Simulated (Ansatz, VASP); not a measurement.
# CsBr: VASP beside Ansatz

```xyz
2
Lattice="4.3225 0.0000 0.0000 0.0000 4.3225 0.0000 0.0000 0.0000 4.3225" Properties=species:S:1:pos:R:3 pbc="T T T"
Cs    0.0000    0.0000    0.0000
Br    2.1613    2.1613    2.1613
```

Alike in both runs: task single point; functional r2SCAN; k mesh 8 × 8 × 8; occupations fermi-dirac, width 0.02 eV; no spin polarisation.

|  | VASP | Ansatz |
| --- | --- | --- |
| version | VASP 6.6.1 | Ansatz 0.2.0 |
| potentials or method | VASP PAW PBE potentials, release 64 (Cs_sv, Br), cutoff 550 eV | PAW plane waves |
| valence electrons in the cell | 16 | 16 |

|  | VASP | Ansatz | Ansatz less VASP |
| --- | --- | --- | --- |
| gap on the k mesh at the Fermi level (eV) | 5.18 | 5.19 | +0.015 |
| pressure (GPa) | 0.1 | 0.0 | -0.05 |

VASP's potentials were made for PBE, not for r2SCAN.

Spin-orbit coupling is off throughout.
